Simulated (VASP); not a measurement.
Input of a VASP 6.6.1 run:

INCAR

```
ALGO     = Normal         # electronic algorithm
EDIFF    = 1E-7           # SCF threshold, eV
ENCUT    = 520            # plane-wave cutoff, eV
GGA      = PE             # functional
ISIF     = 2              # what is computed and relaxed
ISMEAR   = 0              # smearing method
LASPH    = True           # aspherical terms in the spheres
LCHARG   = False          # write CHGCAR
LREAL    = False          # projectors in reciprocal space
LWAVE    = False          # write WAVECAR
NBANDS   = 11             # bands
NELM     = 80             # most SCF steps
PREC     = Accurate       # precision mode
SIGMA    = 0.1            # smearing width, eV
```

File KPOINTS:

```
k-points
0
Gamma
  18 18 12
```

File POSCAR:

```
MgB2
1.0
    2.9728606555      0.0000000000      0.0000000000
   -1.4864303277      2.5745728496      0.0000000000
    0.0000000000      0.0000000000      3.3183001556
Mg B
1 2
Direct
    0.0000000000      0.0000000000      0.0000000000
    0.3333333333      0.6666666667      0.5000000000
    0.6666666667      0.3333333333      0.5000000000
```

Potentials or basis: VASP PAW PBE potentials, release 64 (Mg, B).

Command:

```console
$ cat potpaw_PBE.64/Mg/POTCAR potpaw_PBE.64/B/POTCAR > POTCAR
$ mpirun -np 1 vasp_std > vasp.out
```

Estimate the pressure.

23.0 GPa.

What does it give for the band gap on the k mesh?

Zero (band 4 reaches 8.29 eV, above the bottom of band 5 at 3.96 eV).

Stress tensor (GPa, compression positive):
```
23.09  0.00  0.00
 0.00 23.09  0.00
 0.00  0.00 22.86
```
